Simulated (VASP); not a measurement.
Here is a VASP 6.6.1 calculation.

The input INCAR:

```
ALGO     = Normal         # electronic algorithm
EDIFF    = 1E-7           # SCF threshold, eV
EDIFFG   = -0.005         # ionic threshold
ENCUT    = 600            # plane-wave cutoff, eV
GGA      = PE             # functional
IBRION   = 2              # ionic algorithm
ISIF     = 4              # what is computed and relaxed
ISMEAR   = -1             # smearing method
ISPIN    = 2              # spin polarisation
LASPH    = T              # aspherical terms in the spheres
LCHARG   = F              # write CHGCAR
LMAXMIX  = 4              # l up to which the mixer works
LORBIT   = 11             # projections on sites
LREAL    = F              # projectors in reciprocal space
LWAVE    = F              # write WAVECAR
MAGMOM   = 1 1            # initial moments
NELM     = 150            # most SCF steps
NSW      = 50             # ionic steps
PREC     = Accurate       # precision mode
SIGMA    = 0.1            # smearing width, eV
```

The input KPOINTS:

```
k-points
0
Gamma
  20 20 20
```

File POSCAR:

```
Ni
1.0
   -1.8262867903      1.8262867903      0.9915185105
    1.8262867903     -1.8262867903      0.9915185105
    1.8262867903      1.8262867903     -0.9915185105
Ni
2
Direct
   -0.3750000000     -0.1250000000     -0.2500000000
    0.3750000000      0.1250000000      0.2500000000
```

Potentials or basis: VASP PAW PBE potentials, release 64 (Ni).

The run is started by

```console
$ cat potpaw_PBE.64/Ni/POTCAR > POTCAR
$ mpirun -np 1 vasp_std > vasp.out
```

**Question.** What does it give for the net moment?

**Answer.** 0.00 μB per cell.

**Question.** What does it give for the band gap on the k mesh?

**Answer.** Zero (filled and empty bands overlap).

Final structure:
```
Ni
1.0
    -1.82643    1.82643    0.99136
     1.82643   -1.82643    0.99136
     1.82643    1.82643   -0.99136
Ni
2
Direct
  0.62500 0.87500 0.75000
  0.37500 0.12500 0.25000
```

Caveat: the moments typed at the start vanished in this run.
